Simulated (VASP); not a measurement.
Runs of VASP 6.6.1 on MgO. The cells are those of the table. 

| cell | gap on the mesh (eV) | pressure (GPa) | largest force (eV/Å) |
| --- | --- | --- | --- |
| a = 2.942, b = 2.942, c = 15.219 Å, angles 88.6, 89.3, 60.0°, 12 atoms | 0.44 | -5.0 | 3.68 |
| a = 2.942, b = 2.942, c = 14.783 Å, angles 87.1, 88.6, 60.0°, 12 atoms | 2.84 | -2.9 | 1.67 |
| a = 2.942, b = 2.942, c = 15.255 Å, angles 85.9, 87.9, 60.0°, 12 atoms | 0.26 | (b) | (a) |
| a = 2.942, b = 2.942, c = 14.770 Å, angles 88.6, 89.3, 60.0°, 12 atoms | 3.03 | -4.2 | 2.43 |
| a = 2.942, b = 2.942, c = 14.806 Å, angles 85.7, 87.9, 60.0°, 12 atoms | 2.68 | -1.3 | 1.38 |

Alike in all rows: task single point; level LDA; potentials or basis VASP PAW LDA potentials, release 64 (Mg, O); no spin polarisation; k mesh 9 × 9 × 2; cutoff (eV) 520; smearing gaussian 0.05 eV.

Q: Estimate the missing entries.

A: (a) 3.50; (b) -4.3.

Caveats: forces of over 1 eV/Å act on the atoms, so gaps and moduli don't describe the material at rest.

A k mesh can miss the band edges.
